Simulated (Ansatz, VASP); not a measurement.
**HfC: VASP beside Ansatz**

```
CELL_PARAMETERS angstrom
0.00000 2.28635 2.28635
2.28635 0.00000 2.28635
2.28635 2.28635 0.00000
ATOMIC_POSITIONS crystal
Hf 0.50000 0.50000 0.50000
C 0.00000 0.00000 0.00000
```

Alike in both runs: task single point; functional LDA; k mesh 12 × 12 × 12; occupations gaussian, width 0.15 eV; no spin polarisation.

```csv
,VASP,Ansatz
version,VASP 6.6.1,Ansatz 0.2.0
potentials or method,"VASP PAW LDA potentials, release 64 (Hf_pv, C), cutoff 520 eV","scalar-relativistic, plane waves, PAW"
valence electrons in the cell,14,30
```

```tsv
	VASP	Ansatz	Ansatz less VASP
gap on the k mesh at the Fermi level (eV)	none	none	-
pressure (GPa)	0.7	0.1	-0.62
```

LDA's correlation is that of Perdew and Zunger in VASP and of Perdew and Wang (1992) in Ansatz. A gap of «none» marks a metal or a gap that the smearing closes. VASP's potentials hold 14 valence electrons a cell and Ansatz's 30, so a difference there can come from the potentials and not from the codes.

Neither program's run includes spin-orbit coupling.
